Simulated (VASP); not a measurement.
Wanted: the native input for a VASP 6.6.1 run.

```
Task                   : single point
Functional             : LDA
Potentials or basis    : VASP PAW LDA potentials, release 64 (Ru_pv)
Cutoff                 : 520 eV
k mesh                 : 18 × 18 × 10
Occupations            : fermi-dirac, width 0.08 eV
Spin                   : no spin polarisation
Dipole correction      : no
Further INCAR settings : ALGO = Normal; EDIFF = 1e-06; NBANDS = 21
```

The structure of Ru lies in POSCAR:

```
Ru
1.0
    2.3418379194      0.0000000000      0.0000000000
   -1.1709189597      2.0280911298      0.0000000000
    0.0000000000      0.0000000000      3.7479406495
Ru
2
Direct
    0.3333333333      0.6666666667      0.2500000000
    0.6666666667      0.3333333333      0.7500000000
```

These files were run (other wordings do the same):

INCAR

```
SYSTEM = Ru
PREC     = Accurate       ! precision mode
ENCUT    = 520            ! plane-wave cutoff, eV
EDIFF    = 1E-6           ! SCF threshold, eV
ISMEAR   = -1             ! smearing method
SIGMA    = 0.08           ! smearing width, eV
LREAL    = .False.        ! projectors in reciprocal space
LASPH    = .True.         ! aspherical terms in the spheres
NELM     = 100            ! most SCF steps
ALGO     = Normal         ! electronic algorithm
ISIF     = 2              ! what is computed and relaxed
LWAVE    = .False.        ! write WAVECAR
LCHARG   = .False.        ! write CHGCAR
GGA      = CA             ! functional
NBANDS   = 21             ! bands
```

KPOINTS

```
regular mesh
0
Gamma
  18 18 10
  0 0 0
```

Potentials or basis: VASP PAW LDA potentials, release 64 (Ru_pv).

Command:

```sh
$ cat potpaw_LDA.64/Ru_pv/POTCAR > POTCAR
$ mpirun -np 1 vasp_std > vasp.out
```

It gave:

```yaml
Pressure: 348.9 GPa
Band_gap_on_the_k_mesh: zero (bands 14 and 15 overlap by 6.06 eV)
```

Caveat: the cell stands under pressure; an empty level that is flat over the whole mesh can mark a ghost state of the potentials, or a narrow d or f band.

Wall time 86 s on 1 thread of Intel Xeon 8259CL (shared host), peak memory 0.17 GiB.
